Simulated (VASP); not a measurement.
Runs of VASP 6.6.1 on V. The structure is that of space group Im-3m (No. 229), or close to it. The cells are those of the table. 

```csv
task,cell,gap on the mesh (eV),pressure (GPa),moment (μB)
electric field gradients,"a = 2.629 Å, angles 109.5°, 1 atom",none,-6.5,0.00
electric field gradients,"a = 2.567 Å, angles 109.5°, 1 atom",none,6.5,0.00
electric field gradients,"a = 2.621 Å, angles 109.5°, 1 atom",none,-4.9,0.00
electric field gradients,"a = 2.612 Å, angles 109.2, 109.2, 110.0°, 1 atom",none,(a),0.00
electric field gradients,"a = 2.655 Å, angles 109.5°, 1 atom",none,(b),0.00
electric field gradients,"a = 2.603 Å, angles 109.5°, 1 atom",none,-1.5,0.00
single point,"a = 2.629 Å, angles 109.5°, 1 atom",none,-6.5,0.00
```

Alike in all rows: level PBE; potentials or basis VASP PAW PBE potentials, release 64 (V_sv); spin collinear, ferromagnetic start; k mesh 19 × 19 × 19; cutoff (eV) 520; smearing fermi-dirac 0.03 eV.

**Question.** Fill in the values left out.

**Answer.** (a) -3.2; (b) -10.8.

Caveats: the cell stands under tension (at least some runs); the cell stands under pressure (at least some runs).

A gap of «none» marks levels without a gap at the run's occupations.
